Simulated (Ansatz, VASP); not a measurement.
# Two plane-wave programs on Ge

The input INCAR:

```
SYSTEM = Ge
PREC = Accurate
ENCUT = 520
EDIFF = 1E-6
ISMEAR = 0
SIGMA = 0.15
LREAL = .FALSE.
LASPH = .TRUE.
NELM = 60
ALGO = Fast
ISIF = 2
LWAVE = .FALSE.
LCHARG = .TRUE.
GGA = PE
LELF = .TRUE.
LVHAR = .TRUE.
NBANDS = 66
```

File KPOINTS:

```
regular mesh
0
G
  15 15 4
  0 0 0
```

The input POSCAR:

```
Ge
1.0
    4.0391102337      0.0000000000      0.0000000000
   -2.0195551169      3.4979720711      0.0000000000
    0.0000000000      0.0000000000     13.5136511089
Ge
8
Direct
    0.0000000000      0.0000000000      0.4180222316
    0.0000000000      0.0000000000      0.5819777684
    0.0000000000      0.0000000000      0.9180222316
    0.0000000000      0.0000000000      0.0819777684
    0.3333333333      0.6666666667      0.3442031336
    0.6666666667      0.3333333333      0.6557968664
    0.6666666667      0.3333333333      0.8442031336
    0.3333333333      0.6666666667      0.1557968664
```

Input for Ansatz:

```yaml
crystal:
  lattice:
    - [4.0391102337, 0.0, 0.0]
    - [-2.0195551169, 3.4979720711, 0.0]
    - [0.0, 0.0, 13.5136511089]
  atoms:
    - { symbol: Ge, position: [0.0, 0.0, 0.4180222316] }
    - { symbol: Ge, position: [0.0, 0.0, 0.5819777684] }
    - { symbol: Ge, position: [0.0, 0.0, 0.9180222316] }
    - { symbol: Ge, position: [0.0, 0.0, 0.0819777684] }
    - { symbol: Ge, position: [0.3333333333, 0.6666666667, 0.3442031336] }
    - { symbol: Ge, position: [0.6666666667, 0.3333333333, 0.6557968664] }
    - { symbol: Ge, position: [0.6666666667, 0.3333333333, 0.8442031336] }
    - { symbol: Ge, position: [0.3333333333, 0.6666666667, 0.1557968664] }
basis:
  ecutwfc: 420
kpoints:
  mp_grid: { grid: [15, 15, 4] }
hamiltonian:
  xc: pbe
scf:
  occupations: { method: gaussian, width: 0.15 }
output:
  forces: true
  stress: true
  eigenvalues: true
  write_density: true
  write_potential: true
  elf: true
  volumetric_format: npy
```

Alike in both runs: task single point; functional PBE; k mesh 15 × 15 × 4; occupations gaussian, width 0.15 eV; no spin polarisation.

```csv
,VASP,Ansatz
version,VASP 6.6.1,Ansatz 0.2.0
potentials or method,"VASP PAW PBE potentials, release 64 (Ge_d), cutoff 520 eV","scalar-relativistic, plane waves, PAW"
valence electrons in the cell,112,112
```

VASP gave:

```
gap on the k mesh at the Fermi level (eV)                     : none
pressure (GPa)                                                : 1.4
traceless stress, the component that is largest in VASP (GPa) : 4.90
rms of the force components (eV/Å)                            : 1.443
```

What did Ansatz give for the same quantities?

gap on the k mesh at the Fermi level (eV): none; pressure (GPa): 1.5; traceless stress, the component that is largest in VASP (GPa): 4.93; rms of the force components (eV/Å): 1.445.

Atom by atom the forces differ by 0.003 eV/Å (rms over components). A gap of «none» marks a metal or a gap that the smearing closes. With one functional, cell and mesh, what is left measures potentials, basis and numerics.
